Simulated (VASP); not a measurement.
A run of VASP 6.6.1:

File INCAR:

```
SYSTEM = SrTl
PREC = Accurate
ENCUT = 520
EDIFF = 1E-7
ISMEAR = 0
SIGMA = 0.15
LREAL = .FALSE.
LASPH = .TRUE.
NELM = 60
ALGO = Fast
ISIF = 2
LWAVE = .FALSE.
LCHARG = .FALSE.
GGA = PS
NBANDS = 18
```

KPOINTS

```
regular mesh
0
G
  14 14 14
  0 0 0
```

File POSCAR:

```
SrTl
1.0
    4.0343407121     -0.0963835665     -0.0963835665
   -0.0963835665      4.0343407121     -0.0963835665
   -0.0963835665     -0.0963835665      4.0343407121
Sr Tl
1 1
Direct
    0.0000000000      0.0000000000      0.0000000000
    0.5000000000      0.5000000000      0.5000000000
```

Potentials or basis: VASP PAW PBE potentials, release 64 (Sr_sv, Tl_d).

The run is started by

```bash
$ cat potpaw_PBE.64/Sr_sv/POTCAR potpaw_PBE.64/Tl_d/POTCAR > POTCAR
$ mpirun -np 1 vasp_std > vasp.out
```

Hardware: 1 thread of Intel(R) Xeon(R) 6975P-C (Granite Rapids), on a shared host.

Problem. How long does it take, and how much memory?

Solution. Wall time 2.8 min on 1 thread of Intel(R) Xeon(R) 6975P-C (Granite Rapids) (shared host), peak memory 0.45 GiB. Counts: scf iterations 17, k points 288.
